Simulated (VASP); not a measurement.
# Pb (Fm-3m) in VASP: a series of runs

Pb is run at these levels: revPBE, PBEsol+D4, PBE exchange alone; tasks: relaxation of cell and atoms, single point.

Everything below comes from runs of VASP 6.6.1. Logs are shortened: lines on timing, memory, paths and dates and some standing lists are left out, and cuts for length are marked.

### Step 1. The cell of the first run

The structure is cubic, space group Fm-3m (No. 225). Conventional cell: a = 4.950 Å, b = 4.950 Å, c = 4.950 Å, α = 90.00°, β = 90.00°, γ = 90.00°. Within 4.6 Å of Pb (site symmetry m-3m) lie 12 Pb at 3.50 Å.

### Step 2. Relaxation of cell and atoms, revPBE

Input file INCAR:

```
PREC = Accurate ; ENCUT = 600
EDIFF = 1E-7 ; ISMEAR = -1
SIGMA = 0.05 ; LREAL = F
LASPH = T ; NELM = 60
ALGO = Normal ; ISIF = 3
LWAVE = F ; LCHARG = F
GGA = RE ; IBRION = 2
NSW = 80 ; EDIFFG = -0.01
```

Input file KPOINTS:

```
regular mesh
0
Gamma
  9 9 9
```

Input file POSCAR:

```
Pb
1.0
    0.0000000000      2.4750200000      2.4750200000
    2.4750200000      0.0000000000      2.4750200000
    2.4750200000      2.4750200000      0.0000000000
Pb
1
Direct
    0.0000000000      0.0000000000      0.0000000000
```

Potentials or basis: VASP PAW PBE potentials, release 64 (Pb_d).

On the command line:

```console
cat potpaw_PBE.64/Pb_d/POTCAR > POTCAR
mpirun -np 1 vasp_std > vasp.out
```

OUTCAR:

```text
PREC = Accurate
   ENCUT = 600
   EDIFF = 1E-7
   ISMEAR = -1
   LREAL = F
   LASPH = T
   NELM = 60
   ISIF = 3
   GGA = RE
   IBRION = 2
   NSW = 80
   EDIFFG = -0.01

 ion  position               nearest neighbor table
   1  0.000  0.000  0.000-

  LATTYP: Found a face centered cubic cell.
 ALAT       =     4.9500400000

  Lattice vectors:

 A1 = (   0.0000000000,   2.4750200000,   2.4750200000)
 A2 = (   2.4750200000,   0.0000000000,   2.4750200000)
 A3 = (   2.4750200000,   2.4750200000,   0.0000000000)

Analysis of symmetry for initial positions (statically):
[... 5 lines left out ...]
 face centered cubic supercell.

 Subroutine GETGRP returns: Found 48 space group operations
 (whereof 48 operations were pure point group operations)
 out of a pool of 48 trial point group operations.

The static configuration has the point symmetry O_h .

Analysis of symmetry for dynamics (positions and initial velocities):
[... 5 lines left out ...]
 face centered cubic supercell.

 Subroutine GETGRP returns: Found 48 space group operations
 (whereof 48 operations were pure point group operations)
 out of a pool of 48 trial point group operations.

The dynamic configuration has the point symmetry O_h .

 Subroutine INISYM returns: Found 48 space group operations
 (whereof 48 operations are pure point group operations),
 and found     1 'primitive' translations

----------------------------------------------------------------------------------------

                                     Primitive cell

  volume of cell :      30.3226

  direct lattice vectors                    reciprocal lattice vectors
     0.000000000  2.475020000  2.475020000    -0.202018570  0.202018570  0.202018570
     2.475020000  0.000000000  2.475020000     0.202018570 -0.202018570  0.202018570
     2.475020000  2.475020000  0.000000000     0.202018570  0.202018570 -0.202018570

  length of vectors
     3.500206851  3.500206851  3.500206851     0.349906427  0.349906427  0.349906427

  position of ions in fractional coordinates (direct lattice)
     0.000000000  0.000000000  0.000000000

  ion indices of the primitive-cell ions
   primitive index   ion index
                 1           1

----------------------------------------------------------------------------------------

 KPOINTS: regular mesh

Automatic generation of k-mesh.
 Grid dimensions read from file:
 generate k-points for:    9    9    9

 Generating k-lattice:

  Cartesian coordinates                     Fractional coordinates (reciprocal lattice)
    -0.022446508  0.022446508  0.022446508     0.111111111  0.000000000  0.000000000
     0.022446508 -0.022446508  0.022446508     0.000000000  0.111111111  0.000000000
     0.022446508  0.022446508 -0.022446508     0.000000000  0.000000000  0.111111111

  Length of vectors
     0.038878492  0.038878492  0.038878492

  Shift w.r.t. Gamma in fractional coordinates (k-lattice)
     0.000000000  0.000000000  0.000000000

 Subroutine IBZKPT returns following result:
 ===========================================

 Found     35 irreducible k-points:

 Following reciprocal coordinates:
            Coordinates               Weight
  0.000000  0.000000  0.000000      1.000000
  0.111111  0.000000  0.000000      8.000000
  0.222222  0.000000  0.000000      8.000000
  0.333333  0.000000  0.000000      8.000000
  0.444444  0.000000  0.000000      8.000000
  0.111111  0.111111  0.000000      6.000000
[... 16 lines left out ...]
 -0.333333  0.333333  0.000000     12.000000
  0.444444  0.444444  0.000000      6.000000
 [... further k-points ...]
   k-points           NKPTS =     35   k-points in BZ     NKDIM =     35   number of bands    NBANDS=     11
   number of dos      NEDOS =    301   number of ions     NIONS =      1
   total plane-waves  NPLWV =  21952
   dimension x,y,z NGX =    28 NGY =   28 NGZ =   28
   dimension x,y,z NGXF=    56 NGYF=   56 NGZF=   56
   ions per type =               1
   NGX,Y,Z   is equivalent  to a cutoff of  13.30, 13.30, 13.30 a.u.
   NGXF,Y,Z  is equivalent  to a cutoff of  26.60, 26.60, 26.60 a.u.
 SYSTEM =  unknown system
   PREC   = accura    normal or accurate (medium, high low for compatibility)
   ISTART =      0    job   : 0-new  1-cont  2-samecut
   ICHARG =      2    charge: 1-file 2-atom 10-const
   ISPIN  =      1    spin polarized calculation?
   LNONCOLLINEAR =      F non collinear calculations
   LSORBIT =      F    spin-orbit coupling
   LASPH  =      T    aspherical Exc in radial PAW
   ENCUT  =  600.0 eV  44.10 Ry    6.64 a.u.   6.99  6.99  6.99*2*pi/ulx,y,z
   NELM   =     60;   NELMIN=  2; NELMDL= -5     # of ELM steps
   EDIFF  = 0.1E-06   stopping-criterion for ELM
   LREAL  =      F    real-space projection
   EDIFFG = -.1E-01   stopping-criterion for IOM
   NSW    =     80    number of steps for IOM
   IBRION =      2    ionic relax: 0-MD 1-quasi-New 2-CG
   NFREE  =      1    steps in history (QN), initial steepest desc. (CG)
   ISIF   =      3    stress and relaxation
   ISYM   =      2    0-nonsym 1-usesym 2-fastsym
   POTIM  = 0.5000    time-step for ionic-motion
   TEBEG  =    0.0;   TEEND  =   0.0 temperature during run
   PSTRESS=    0.0 pullay stress
   NELECT =      14.0000    total number of electrons
   NUPDOWN=      -1.0000    fix difference up-down
   EMIN   =  10.00;   EMAX   =-10.00  energy-range for DOS
   EFERMI =   0.00;   METHOD = LEGACY
   ISMEAR =    -1;   SIGMA  =   0.05  broadening in eV -4-tet -1-fermi 0-gaus
   EFERMI_NEDOS =   21; number of points for ismear=-14 and -15
   IALGO  =     38    algorithm
   IMIX   =      4    mixing-type and parameters
     AMIX     =   0.40;   BMIX     =  1.00
     AMIX_MAG =   1.60;   BMIX_MAG =  1.00
  volume/ion in A,a.u.               =      30.32       204.63
  Fermi-wavevector in a.u.,A,eV,Ry     =   1.265306  2.391081 21.782907  1.600999
  Thomas-Fermi vector in A             =   2.398566
   LORBIT       =      0    0 simple, 1 ext, 2 COOP (PROOUT), +10 PAW based schemes
   GGA     = RE    functional components
   LHFCALC =     F    Hartree Fock is set to
   AEXX    =    0.0000 exact exchange contribution
   IVDW    =     0    specifies the selected vdW correction
   LEPSILON=     F    determine dielectric tensor
   LRPA    =     F    only Hartree local field effects (RPA)
 conjugate gradient relaxation of ions
 non-spin polarized calculation
  energy-cutoff  :      600.00
  volume of cell :       30.32
 maximum number of plane-waves:      1022
   NGX = 13   NGY = 13   NGZ = 13

--------------------------------------- Ionic step        1  -------------------------------------------

 number of electron      13.9999999 magnetization

 Free energy of the ion-electron system (eV)
  ---------------------------------------------------
  ext. energy  EPLUGINS =         0.00000000
  ---------------------------------------------------
  free energy    TOTEN  =        -3.23669990 eV

  energy without entropy =       -3.23359885  energy(sigma->0) =       -3.23514937

 E-fermi :   7.2334     XC(G=0): -10.1151

 val. band max:        7.0093122642   @ k =  -0.3333   0.3333   0.1111
 cond. band min:       7.2395938872   @ k =  -0.2222   0.3333   0.1111
 fundamental gap:      0.2302816230
 Fermi energy:         7.2333807905

 k-point     1 :       0.0000    0.0000    0.0000
  band No.  band energies     occupation
      1      -9.7509      2.00000
      2      -9.7509      2.00000
      3      -9.7509      2.00000
      4      -9.6122      2.00000
      5      -9.6122      2.00000
      6      -4.3758      2.00000
      7      14.8107      0.00000
      8      14.8107      0.00000
      9      14.8107      0.00000
     10      17.1098      0.00000
     11      18.6852      0.00000

 k-point     2 :       0.1111    0.0000    0.0000
  band No.  band energies     occupation
      1      -9.7515      2.00000
      2      -9.7346      2.00000
      3      -9.7346      2.00000
      4      -9.6123      2.00000
      5      -9.6123      2.00000
      6      -4.1379      2.00000
      7      12.4304      0.00000
      8      14.5273      0.00000
      9      14.5273      0.00000
     10      16.7199      0.00000
     11      19.6666      0.00000
[... 365 lines left out ...]
 POSITION                                       TOTAL-FORCE (eV/Angst)
 -----------------------------------------------------------------------------------
     -0.00000      2.55232      2.55232         0.000000     -0.000000     -0.000000
 -----------------------------------------------------------------------------------
    total drift:                               -0.000000     -0.000000      0.000000

  FREE ENERGIE OF THE ION-ELECTRON SYSTEM (eV)
  ---------------------------------------------------
  free  energy   TOTEN  =        -3.2596979535 eV

  energy  without entropy=       -3.2566566761  energy(sigma->0) =       -3.25817731

--------------------------------------- Ionic step        3  -------------------------------------------

 number of electron      14.0000002 magnetization

 Free energy of the ion-electron system (eV)
  ---------------------------------------------------
  ext. energy  EPLUGINS =         0.00000000
  ---------------------------------------------------
  free energy    TOTEN  =        -3.26060888 eV

  energy without entropy =       -3.25741574  energy(sigma->0) =       -3.25901231

 E-fermi :   6.4325     XC(G=0):  -9.7511

 val. band max:        6.3761167277   @ k =   0.3333   0.3333   0.0000
 cond. band min:       6.4728099530   @ k =  -0.2222   0.3333   0.1111
 fundamental gap:      0.0966932252
 Fermi energy:         6.4324559600

 k-point     1 :       0.0000    0.0000    0.0000
  band No.  band energies     occupation
      1     -10.5302      2.00000
      2     -10.5302      2.00000
      3     -10.5302      2.00000
      4     -10.4211      2.00000
      5     -10.4211      2.00000
      6      -4.7054      2.00000
      7      13.3969      0.00000
      8      13.3969      0.00000
      9      13.3969      0.00000
     10      16.2285      0.00000
     11      16.9011      0.00000

 k-point     2 :       0.1111    0.0000    0.0000
  band No.  band energies     occupation
      1     -10.5300      2.00000
      2     -10.5172      2.00000
      3     -10.5172      2.00000
      4     -10.4210      2.00000
      5     -10.4210      2.00000
      6      -4.4864      2.00000
      7      11.1838      0.00000
      8      13.1390      0.00000
      9      13.1390      0.00000
     10      15.7015      0.00000
     11      18.0431      0.00000
[... 330 lines left out ...]
 POSITION                                       TOTAL-FORCE (eV/Angst)
 -----------------------------------------------------------------------------------
      0.00000      0.00000      0.00000         0.000000      0.000000     -0.000000
 -----------------------------------------------------------------------------------
    total drift:                               -0.000000     -0.000000     -0.000000

  FREE ENERGIE OF THE ION-ELECTRON SYSTEM (eV)
  ---------------------------------------------------
  free  energy   TOTEN  =        -3.2606088824 eV

  energy  without entropy=       -3.2574157430  energy(sigma->0) =       -3.25901231

 reached required accuracy - stopping structural energy minimisation
```

Run time: 22 s. Hardware: 1 thread of Intel Xeon 6975P-C, shared host; peak memory 0.17 GiB.

Results:

```yaml
Free_energy: -3.2606 eV
Relaxed_volume: 32.73 Å³/atom
Relaxed_cell: a = 3.590 Å, b = 3.590 Å, c = 3.590 Å, α = 60.00°, β = 60.00°, γ = 60.00°
Space_group_after_relaxing_to_0.05_Å: Fm-3m (No. 225)
Energy_gained_by_relaxing: 23.9 meV/atom
Ionic_steps: 3
Pressure_after_relaxing: 0.0 GPa
Band_gap_on_the_k_mesh: zero (band 7 reaches 13.40 eV, above the bottom of band 8 at 5.16 eV)
```

Step by step:
| step | energy change (eV) | largest force (eV/Å) | pressure (GPa) | volume (Å³) |
| --- | --- | --- | --- | --- |
| 1 | 0.0000 | 0.0000 | 3.42 | 30.32 |
| 2 | -0.0230 | 0.0000 | -0.56 | 33.25 |
| 3 | -0.0239 | 0.0000 | 0.02 | 32.73 |

Final structure:
```cif
data_structure
_symmetry_space_group_name_H-M 'P 1'
_symmetry_Int_Tables_number 1
_cell_length_a 3.5904
_cell_length_b 3.5904
_cell_length_c 3.5904
_cell_angle_alpha 60.000
_cell_angle_beta 60.000
_cell_angle_gamma 60.000
_cell_volume 32.73
loop_
_atom_site_label
_atom_site_type_symbol
_atom_site_fract_x
_atom_site_fract_y
_atom_site_fract_z
_atom_site_occupancy
Pb1 Pb 0.00000 0.00000 0.00000 1
```

Levels at points of the mesh, in eV from the Fermi level:
```
           k point  band 4  band 5  band 6  band 7  band 8  band 9  band 10  band 11
(0.00, 0.00, 0.00)  -16.85  -16.85  -11.14    6.96    6.96    6.96     9.80    10.47
```

Caveat: the PAW data sets were made with another functional, which shifts forces and pressure a little; spin-orbit coupling is left out, which moves the levels of the heavy elements.

### Step 3. Relaxation of cell and atoms, PBEsol+D4

Input file INCAR:

```
ALGO     = Normal         # electronic algorithm
EDIFF    = 1E-7           # SCF threshold, eV
EDIFFG   = -0.02          # ionic threshold
ENCUT    = 600            # plane-wave cutoff, eV
GGA      = PS             # functional
IBRION   = 2              # ionic algorithm
ISIF     = 3              # what is computed and relaxed
ISMEAR   = -1             # smearing method
IVDW     = 13             # dispersion correction
LASPH    = True           # aspherical terms in the spheres
LCHARG   = False          # write CHGCAR
LREAL    = False          # projectors in reciprocal space
LWAVE    = False          # write WAVECAR
NELM     = 60             # most SCF steps
NSW      = 80             # ionic steps
PREC     = Accurate       # precision mode
SIGMA    = 0.05           # smearing width, eV
```

Input file KPOINTS:

```
k-points
0
Gamma
  9 9 9
```

POSCAR is that of step 2.

Potentials or basis: VASP PAW PBE potentials, release 64 (Pb_d).

On the command line:

```console
cat potpaw_PBE.64/Pb_d/POTCAR > POTCAR
mpirun -np 1 vasp_std > vasp.out
```

It took 22 s on 1 thread of Intel Xeon 6975P-C, shared host; peak memory 0.17 GiB.

The run converged. Its results:

```yaml
Free_energy: -4.2779 eV
Relaxed_volume: 29.14 Å³/atom
Relaxed_cell: a = 3.454 Å, b = 3.454 Å, c = 3.454 Å, α = 60.00°, β = 60.00°, γ = 60.00°
Space_group_after_relaxing_to_0.05_Å: Fm-3m (No. 225)
Energy_gained_by_relaxing: 7.4 meV/atom
Ionic_steps: 3
Pressure_after_relaxing: 0.0 GPa
Band_gap_on_the_k_mesh: zero (band 7 reaches 15.28 eV, above the bottom of band 8 at 5.91 eV)
Dispersion_energy_per_atom: -0.263 eV
```

The path:
```
step  energy change (eV)  largest force (eV/Å)  pressure (GPa)  volume (Å³)
   1              0.0000                0.0000           -1.95        30.32
   2             -0.0064                0.0000            0.80        28.73
   3             -0.0074                0.0000            0.00        29.14
```

Final structure:
```cif
data_structure
_symmetry_space_group_name_H-M 'P 1'
_symmetry_Int_Tables_number 1
_cell_length_a 3.4543
_cell_length_b 3.4543
_cell_length_c 3.4543
_cell_angle_alpha 60.000
_cell_angle_beta 60.000
_cell_angle_gamma 60.000
_cell_volume 29.14
loop_
_atom_site_label
_atom_site_type_symbol
_atom_site_fract_x
_atom_site_fract_y
_atom_site_fract_z
_atom_site_occupancy
Pb1 Pb 0.00000 0.00000 0.00000 1
```

Levels at points of the mesh, in eV from the Fermi level:
```
           k point  band 5  band 6  band 7  band 8  band 9  band 10
(0.00, 0.00, 0.00)  -16.69  -11.87    7.90    7.90    7.90     9.96
```

Caveat: the PAW data sets were made with another functional, which shifts forces and pressure a little; spin-orbit coupling is left out, which moves the levels of the heavy elements; pairwise dispersion overbinds metals, which lowers pressure and volume.

### Step 4. Single point, PBE exchange alone (volume scaled by 0.92)

Input file INCAR:

```
PREC = Accurate
ENCUT = 520
EDIFF = 1E-6
ISMEAR = 0
SIGMA = 0.05
LREAL = False
LASPH = True
NELM = 60
ALGO = Fast
ISIF = 2
LWAVE = False
LCHARG = False
GGA = PE
ALDAC = 0.0
AGGAC = 0.0
NBANDS = 13
```

Input file KPOINTS:

```
regular mesh
0
Gamma
  9 9 9
```

Input file POSCAR:

```
Pb
1.0
    0.0000000000      2.4071767967      2.4071767967
    2.4071767967      0.0000000000      2.4071767967
    2.4071767967      2.4071767967      0.0000000000
Pb
1
Direct
    0.0000000000      0.0000000000      0.0000000000
```

On the command line:

```console
cat potpaw_PBE.64/Pb_d/POTCAR > POTCAR
mpirun -np 1 vasp_std > vasp.out
```

It took 7.9 s on 1 thread of Intel Xeon 6975P-C (Granite Rapids), shared host; peak memory 0.15 GiB.

The run converged. Its results:

| Quantity | Value |
| --- | --- |
| Free energy | -1.8478 eV |
| Pressure | 18.3 GPa |
| Band gap on the k mesh | zero (band 7 reaches 17.77 eV, above the bottom of band 8 at 8.15 eV) |

Levels at points of the mesh, in eV from the Fermi level:
| k point | band 3 | band 4 | band 5 | band 6 | band 7 | band 8 | band 9 | band 10 | band 11 | band 12 |
| --- | --- | --- | --- | --- | --- | --- | --- | --- | --- | --- |
| (0.00, 0.00, 0.00) | -16.87 | -16.69 | -16.69 | -12.22 | 8.10 | 8.10 | 8.10 | 10.21 | 12.97 | 13.42 |

Caveat: the cell differs from its parent crystal (volume scaled by 0.92); spin-orbit coupling is left out, which moves the levels of the heavy elements.

### Step 5. Summary

```tsv
task	level	cell	cutoff (eV)	smearing	gap on the mesh (eV)	pressure (GPa)	relaxed volume (Å³/atom)
relaxation of cell and atoms	revPBE	relaxed from a = 3.500 Å, angles 60.0°, 1 atom	600	fermi-dirac 0.05 eV	none	0.0	32.73
relaxation of cell and atoms	PBEsol+D4	relaxed from a = 3.500 Å, angles 60.0°, 1 atom	600	fermi-dirac 0.05 eV	none	0.0	29.14
single point	PBE exchange alone	a = 3.404 Å, angles 60.0°, 1 atom	520	gaussian 0.05 eV	none	18.3	-
```

Alike in all rows: potentials or basis VASP PAW PBE potentials, release 64 (Pb_d); no spin polarisation; k mesh 9 × 9 × 9.

Caveats: spin-orbit coupling is left out, which moves the levels of the heavy elements; the PAW data sets were made with another functional, which shifts forces and pressure a little (some runs); pairwise dispersion overbinds metals, which lowers pressure and volume (some runs).

Absolute energies hang on the potentials; compare differences alone.

### Step 6. Against experiment

Step 2. The cell as given is a measured one (30.32 Å³/atom); revPBE puts the equilibrium volume +7.9 % from it, thermal expansion not counted.

Step 3. The cell as given is a measured one (30.32 Å³/atom); PBEsol+D4 puts the equilibrium volume -3.9 % from it, thermal expansion not counted.
